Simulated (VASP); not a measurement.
# Cl (I4_1/amd) in VASP: a series of runs, part 2 of 2

VASP 6.6.1. The steps go on from the part before.

### 3 Relaxation of shape and atoms at fixed volume, PBE

This run uses another cell than the first one, of 13.77 Å³/atom.

Input file INCAR:

```
SYSTEM = Cl
PREC = Accurate
ENCUT = 600
EDIFF = 1E-6
ISMEAR = -1
SIGMA = 0.08
LREAL = .FALSE.
LASPH = .TRUE.
NELM = 80
ALGO = Normal
ISIF = 4
LWAVE = .FALSE.
LCHARG = .FALSE.
GGA = PE
IBRION = 2
NSW = 50
EDIFFG = -0.005
```

Input file KPOINTS:

```
Automatic mesh
0
G
  16 16 16
  0 0 0
```

Input file POSCAR:

```
Cl
1.0
   -2.1476515957      2.1476515957      1.4931043588
    2.1476515957     -2.1476515957      1.4931043588
    2.1476515957      2.1476515957     -1.4931043588
Cl
2
Direct
   -0.3750000000     -0.1250000000     -0.2500000000
    0.3750000000      0.1250000000      0.2500000000
```

Potentials or basis: VASP PAW PBE potentials, release 64 (Cl).

The run is started by

```sh
$ cat potpaw_PBE.64/Cl/POTCAR > POTCAR
$ mpirun -np 1 vasp_std > vasp.out
```

OUTCAR:

```text
SYSTEM = Cl
   PREC = Accurate
   ENCUT = 600
   EDIFF = 1E-6
   ISMEAR = -1
   LREAL = .FALSE.
   LASPH = .TRUE.
   NELM = 80
   ISIF = 4
   GGA = PE
   IBRION = 2
   NSW = 50
   EDIFFG = -0.005

 ion  position               nearest neighbor table
   1  0.625  0.875  0.750-   2 2.27   2 2.27   2 2.27   2 2.27
   2  0.375  0.125  0.250-   1 2.27   1 2.27   1 2.27   1 2.27

  LATTYP: Found a body centered tetragonal cell.
 ALAT       =     4.2953031914
 C/A-ratio  =     0.6952265264

  Lattice vectors:

 A1 = (  -2.1476515957,   2.1476515957,   1.4931043588)
 A2 = (   2.1476515957,  -2.1476515957,   1.4931043588)
 A3 = (   2.1476515957,   2.1476515957,  -1.4931043588)

Analysis of symmetry for initial positions (statically):
=====================================================================
 Subroutine PRICEL returns:
 Original cell was already a primitive cell.

 Routine SETGRP: Setting up the symmetry group for a
 body centered tetragonal supercell.

 Subroutine GETGRP returns: Found 16 space group operations
 (whereof  4 operations were pure point group operations)
 out of a pool of 16 trial point group operations.

The static configuration has the point symmetry C_2h.
 The point group associated with its full space group is D_4h.

Analysis of symmetry for dynamics (positions and initial velocities):
=====================================================================
 Subroutine PRICEL returns:
 Original cell was already a primitive cell.

 Routine SETGRP: Setting up the symmetry group for a
 body centered tetragonal supercell.

 Subroutine GETGRP returns: Found 16 space group operations
 (whereof  4 operations were pure point group operations)
 out of a pool of 16 trial point group operations.

The dynamic configuration has the point symmetry C_2h.
 The point group associated with its full space group is D_4h.

 Subroutine INISYM returns: Found 16 space group operations
 (whereof  4 operations are pure point group operations),
 and found     1 'primitive' translations

----------------------------------------------------------------------------------------

                                     Primitive cell

  volume of cell :      27.5472

  direct lattice vectors                    reciprocal lattice vectors
    -2.147651596  2.147651596  1.493104359     0.000000000  0.232812436  0.334872775
     2.147651596 -2.147651596  1.493104359     0.232812436  0.000000000  0.334872775
     2.147651596  2.147651596 -1.493104359     0.232812436  0.232812436  0.000000000

  length of vectors
     3.384401776  3.384401776  3.384401776     0.407849734  0.407849734  0.329246505

  position of ions in fractional coordinates (direct lattice)
     0.625000000  0.875000000  0.750000000
     0.375000000  0.125000000  0.250000000

  ion indices of the primitive-cell ions
   primitive index   ion index
                 1           1
                 2           2

----------------------------------------------------------------------------------------

 KPOINTS: Automatic mesh
[... 63 lines left out ...]
   LNONCOLLINEAR =      F non collinear calculations
   LSORBIT =      F    spin-orbit coupling
   LASPH  =      T    aspherical Exc in radial PAW
   ENCUT  =  600.0 eV  44.10 Ry    6.64 a.u.   6.76  6.76  6.76*2*pi/ulx,y,z
   NELM   =     80;   NELMIN=  2; NELMDL= -5     # of ELM steps
   EDIFF  = 0.1E-05   stopping-criterion for ELM
   LREAL  =      F    real-space projection
   EDIFFG = -.5E-02   stopping-criterion for IOM
   NSW    =     50    number of steps for IOM
   IBRION =      2    ionic relax: 0-MD 1-quasi-New 2-CG
   NFREE  =      1    steps in history (QN), initial steepest desc. (CG)
   ISIF   =      4    stress and relaxation
   ISYM   =      2    0-nonsym 1-usesym 2-fastsym
   POTIM  = 0.5000    time-step for ionic-motion
   TEBEG  =    0.0;   TEEND  =   0.0 temperature during run
   PSTRESS=    0.0 pullay stress
   NELECT =      14.0000    total number of electrons
   NUPDOWN=      -1.0000    fix difference up-down
   EMIN   =  10.00;   EMAX   =-10.00  energy-range for DOS
   EFERMI =   0.00;   METHOD = LEGACY
   ISMEAR =    -1;   SIGMA  =   0.08  broadening in eV -4-tet -1-fermi 0-gaus
   EFERMI_NEDOS =   21; number of points for ismear=-14 and -15
   IALGO  =     38    algorithm
   IMIX   =      4    mixing-type and parameters
     AMIX     =   0.40;   BMIX     =  1.00
     AMIX_MAG =   1.60;   BMIX_MAG =  1.00
  volume/ion in A,a.u.               =      13.77        92.95
  Fermi-wavevector in a.u.,A,eV,Ry     =   1.306446  2.468826 23.222451  1.706802
  Thomas-Fermi vector in A             =   2.437248
   LORBIT       =      0    0 simple, 1 ext, 2 COOP (PROOUT), +10 PAW based schemes
   GGA     = PE    functional components
   LHFCALC =     F    Hartree Fock is set to
   AEXX    =    0.0000 exact exchange contribution
   IVDW    =     0    specifies the selected vdW correction
   LEPSILON=     F    determine dielectric tensor
   LRPA    =     F    only Hartree local field effects (RPA)
 conjugate gradient relaxation of ions
 non-spin polarized calculation
  energy-cutoff  :      600.00
  volume of cell :       27.55
 maximum number of plane-waves:       934
   NGX = 13   NGY = 13   NGZ = 13

--------------------------------------- Ionic step        1  -------------------------------------------

 number of electron      13.9999999 magnetization

 Free energy of the ion-electron system (eV)
  ---------------------------------------------------
  ext. energy  EPLUGINS =         0.00000000
  ---------------------------------------------------
  free energy    TOTEN  =         0.41653162 eV

  energy without entropy =        0.45667685  energy(sigma->0) =        0.43660423

------------------------ aborting loop because EDIFF is reached ----------------------------------------

  FORCE on cell =-STRESS in cart. coord.  units (eV):
  Direction    XX          YY          ZZ          XY          YZ          ZX
  --------------------------------------------------------------------------------------
  -------------------------------------------------------------------------------------
  Total       13.6420585     13.6420585      5.8225429      0.0000000      0.0000000      0.0000000
  in kB      793.4374175    793.4374175    338.6456238      0.0000000      0.0000000      0.0000000
  external PRESSURE =     641.8401529 kB  Pullay stress =       0.0000000 kB
[... 89 lines left out ...]
  FREE ENERGIE OF THE ION-ELECTRON SYSTEM (eV)
  ---------------------------------------------------
  free  energy   TOTEN  =         0.0351070708 eV

  energy  without entropy=        0.0780470952  energy(sigma->0) =        0.05657708

[... ionic steps 4 to 17 ...]

--------------------------------------- Ionic step       18  -------------------------------------------

 number of electron      14.0000001 magnetization

------------------------ aborting loop because EDIFF is reached ----------------------------------------
[... 67 lines left out ...]
--------------------------------------- Ionic step       20  -------------------------------------------

 number of electron      14.0000001 magnetization

 Free energy of the ion-electron system (eV)
  ---------------------------------------------------
  ext. energy  EPLUGINS =         0.00000000
  ---------------------------------------------------
  free energy    TOTEN  =         0.02190822 eV

  energy without entropy =        0.06144136  energy(sigma->0) =        0.04167479

 E-fermi :   8.6757     XC(G=0): -11.6523

 val. band max:        8.6743964169   @ k =  -0.1875   0.1875   0.0625
 cond. band min:       8.6769243703   @ k =  -0.3750   0.0625   0.0000
 fundamental gap:      0.0025279534
 Fermi energy:         8.6756903922

 k-point     1 :       0.0000    0.0000    0.0000
  band No.  band energies     occupation
      1     -11.7252      2.00000
      2      -4.2189      2.00000
      3       1.6753      2.00000
      4       1.6753      2.00000
      5       8.0097      1.99952
      6       8.1768      1.99609
      7       9.5672      0.00003
      8       9.5672      0.00003
      9      12.1659      0.00000
     10      19.0053      0.00000
     11      19.2373      0.00000
[... 309 lines left out ...]
 k-point    24 :      -0.0625    0.0625    0.0000
  band No.  band energies     occupation
      1     -11.6801      2.00000
      2      -4.3688      2.00000
      3       1.7162      2.00000
      4       1.7747      2.00000
      5       7.8847      1.99990
      6       8.1740      1.99623
      7       9.4512      0.00012
      8       9.5628      0.00003
      9      12.3390      0.00000
     10      19.0682      0.00000
     11      19.0810      0.00000

 [... further k-points ...]
[... 5 lines left out ...]
  --------------------------------------------------------------------------------------
  -------------------------------------------------------------------------------------
  Total        9.9329332      9.9329332      9.9319722     -0.0000000      0.0000000      0.0000000
  in kB      577.7105305    577.7105305    577.6546387     -0.0000000      0.0000000      0.0000000
  external PRESSURE =     577.6918999 kB  Pullay stress =       0.0000000 kB
[... 17 lines left out ...]
  FREE ENERGIE OF THE ION-ELECTRON SYSTEM (eV)
  ---------------------------------------------------
  free  energy   TOTEN  =         0.0219082155 eV

  energy  without entropy=        0.0614413597  energy(sigma->0) =        0.04167479

 reached required accuracy - stopping structural energy minimisation
```

CONTCAR:

```text
Cl
   1.00000000000000
    -2.2521445775498758    2.2521445775498758    1.3577671205513748
     2.2521445775498758   -2.2521445775498758    1.3577671205513744
     2.2521445775498758    2.2521445775498758   -1.3577671205513744
  Cl
     2
Direct
     0.6250000000000000    0.8750000000000000    0.7500000000000000
     0.3750000000000000    0.1250000000000000    0.2500000000000000

  0.00000000E+00  0.00000000E+00  0.00000000E+00
  0.00000000E+00  0.00000000E+00  0.00000000E+00
```

It took 18 min on 1 thread of Intel Xeon 8259CL, shared host; peak memory 0.24 GiB.

Results:

* Free energy: 0.0219 eV
* Energy gained by relaxing: 197.3 meV/atom
* Ionic steps: 20
* Pressure after relaxing: 57.8 GPa
* Band gap on the k mesh: zero (bands 7 and 8 overlap by 4.46 eV)

The path:
```tsv
step	energy change (eV)	largest force (eV/Å)	pressure (GPa)	volume (Å³)
1	0.0000	0.0000	64.18	27.55
2	-0.3696	0.0000	56.83	27.55
3	-0.3814	0.0000	57.33	27.55
4	-0.3928	0.0000	57.62	27.55
5	-0.3933	0.0000	57.93	27.55
6	-0.3946	0.0000	57.75	27.55
7	-0.3945	0.0000	57.81	27.55
8	-0.3945	0.0000	57.80	27.55
9	-0.3945	0.0000	57.80	27.55
10	-0.3945	0.0000	57.80	27.55
11	-0.3945	0.0000	57.80	27.55
12	-0.3945	0.0000	57.80	27.55
13	-0.3945	0.0000	57.80	27.55
14	-0.3945	0.0000	57.80	27.55
15	-0.3946	0.0000	57.80	27.55
16	-0.3946	0.0000	57.80	27.55
17	-0.3946	0.0000	57.80	27.55
18	-0.3946	0.0000	57.79	27.55
19	-0.3946	0.0000	57.78	27.55
20	-0.3946	0.0000	57.77	27.55
```

Final structure:
```yaml
crystal:
  lattice:
    - [-2.25214, 2.25214, 1.35777]
    - [2.25214, -2.25214, 1.35777]
    - [2.25214, 2.25214, -1.35777]
  atoms:
    - { symbol: Cl, position: [0.62500, 0.87500, 0.75000] }
    - { symbol: Cl, position: [0.37500, 0.12500, 0.25000] }
```

### 4 Relaxation of shape and atoms at fixed volume, PBE

This run uses another cell than the first one, of 16.28 Å³/atom.

Input file INCAR:

```
PREC = Accurate ; ENCUT = 600
EDIFF = 1E-6 ; ISMEAR = -1
SIGMA = 0.08 ; LREAL = F
LASPH = T ; NELM = 60
ALGO = Normal ; ISIF = 4
LWAVE = F ; LCHARG = F
GGA = PE ; IBRION = 2
NSW = 50 ; EDIFFG = -0.005
```

Input file KPOINTS:

```
regular mesh
0
Gamma
  16 16 16
```

Input file POSCAR:

```
Cl
1.0
   -2.2706352973      2.2706352973      1.5786058905
    2.2706352973     -2.2706352973      1.5786058905
    2.2706352973      2.2706352973     -1.5786058905
Cl
2
Direct
   -0.3750000000     -0.1250000000     -0.2500000000
    0.3750000000      0.1250000000      0.2500000000
```

The run is started by

```sh
$ cat potpaw_PBE.64/Cl/POTCAR > POTCAR
$ mpirun -np 1 vasp_std > vasp.out
```

Run time: 6.4 min. Hardware: 1 thread of Intel Xeon 8259CL, shared host; peak memory 0.26 GiB.

Results (log left out):

```yaml
Free_energy: -1.2789 eV
Energy_gained_by_relaxing: 111.5 meV/atom
Ionic_steps: 3
Pressure_after_relaxing: 28.6 GPa
Band_gap_on_the_k_mesh: zero (bands 7 and 8 overlap by 3.34 eV)
```

The path:
| step | energy change (eV) | largest force (eV/Å) | pressure (GPa) | volume (Å³) |
| --- | --- | --- | --- | --- |
| 1 | 0.0000 | 0.0000 | 33.17 | 32.56 |
| 2 | -0.2230 | 0.0000 | 28.65 | 32.56 |
| 3 | -0.2231 | 0.0000 | 28.61 | 32.56 |

Final structure:
```
Cl
1.0
    -2.36770    2.36770    1.45183
     2.36770   -2.36770    1.45183
     2.36770    2.36770   -1.45183
Cl
2
Direct
  0.62500 0.87500 0.75000
  0.37500 0.12500 0.25000
```

Levels at points of the mesh, in eV from the Fermi level:
```
           k point  band 3  band 4  band 5  band 6  band 7  band 8  band 9  band 10  band 11
(0.00, 0.00, 0.00)   -5.78   -5.78   -0.82   -0.69    0.60    0.60    4.85     9.72    10.72
(0.50, 0.00, 0.00)   -6.46   -5.86   -4.91   -2.15   -0.91   -0.34    8.18     8.48    10.83
(0.50, 0.50, 0.00)   -3.78   -3.78   -3.08   -3.08   -0.33   -0.33    8.73     8.73    12.02
(0.50, 0.50, 0.50)   -8.08   -8.08   -1.22   -1.22    2.06    2.06   10.41    10.41    14.72
```

### 5 The runs side by side

```tsv
cell	gap on the mesh (eV)	pressure (GPa)
relaxed from a = 3.165 Å, angles 101.2, 101.2, 127.6°, 2 atoms	none	119.6
relaxed from a = 3.384 Å, angles 101.2, 101.2, 127.6°, 2 atoms	none	57.8
relaxed from a = 3.578 Å, angles 101.2, 101.2, 127.6°, 2 atoms	none	28.6
```

Alike in all rows: task relaxation of shape and atoms at fixed volume; level PBE; potentials or basis VASP PAW PBE potentials, release 64 (Cl); no spin polarisation; k mesh 16 × 16 × 16; cutoff (eV) 600; smearing fermi-dirac 0.08 eV.

Total energies depend on the potentials used, so only differences within one code and one set of settings carry meaning.

The gap in the log of VASP goes by the Fermi energy; the results here count the filled bands.